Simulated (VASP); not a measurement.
Set up this calculation in VASP 6.6.1, as the native input.

| Quantity | Value |
| --- | --- |
| Task | relaxation of cell and atoms |
| Functional | PBE |
| Potentials or basis | VASP PAW PBE potentials, release 64 (Zr_sv, Zn, N) |
| Cutoff | 600 eV |
| k mesh | 6 × 6 × 4 |
| Occupations | gaussian, width 0.1 eV |
| Spin | no spin polarisation |
| Dipole correction | no |
| Further INCAR settings | ALGO = Normal; EDIFF = 1e-07; IBRION = 2; EDIFFG = -0.04; NSW = 90; ISIF = 3 |

The structure of Zr3ZnN2 lies in POSCAR:

```
Zr3ZnN2
1.0
    5.0150631100      0.0000000000      0.0000000000
   -2.5075315600      4.3431720500      0.0000000000
    0.0000000000      0.0000000000      4.1964645500
Zr Zn N
3 1 2
Direct
    0.5000000000      0.5000000000      0.5000000000
    0.5000000000      0.0000000000      0.5000000000
    0.0000000000      0.5000000000      0.5000000000
    0.0000000000      0.0000000000      0.0000000000
    0.6666666700      0.3333333300      0.0000000000
    0.3333333300      0.6666666700      0.0000000000
```

One way to write it, as run:

INCAR

```
PREC = Accurate
ENCUT = 600
EDIFF = 1E-7
ISMEAR = 0
SIGMA = 0.1
LREAL = F
LASPH = T
NELM = 60
ALGO = Normal
ISIF = 3
LWAVE = F
LCHARG = F
GGA = PE
IBRION = 2
NSW = 90
EDIFFG = -0.04
```

KPOINTS

```
Automatic mesh
0
Gamma
  6 6 4
```

Potentials or basis: VASP PAW PBE potentials, release 64 (Zr_sv, Zn, N).

Launch:

```console
$ cat potpaw_PBE.64/Zr_sv/POTCAR potpaw_PBE.64/Zn/POTCAR potpaw_PBE.64/N/POTCAR > POTCAR
$ mpirun -np 1 vasp_std > vasp.out
```

Results of the run:

| Item | Value |
| --- | --- |
| Relaxed volume | 15.62 Å³/atom |
| Relaxed cell | a = 5.963 Å, b = 5.963 Å, c = 3.044 Å, α = 90.00°, β = 90.00°, γ = 120.00° |
| Space group after relaxing (to 0.05 Å) | P6/mmm (No. 191) |
| Energy gained by relaxing | 1520.1 meV/atom |
| Ionic steps | 7 |
| Pressure after relaxing | 0.0 GPa |
| Band gap on the k mesh | zero (band 29 reaches 8.98 eV, above the bottom of band 30 at 7.26 eV) |

Caveat: the k points lie up to 0.52 Å⁻¹ apart in the final cell.

Wall time 4.7 min on 1 thread of AMD EPYC 9R45 96-Core Processor (Zen 5), on a shared host, peak memory 0.25 GiB.
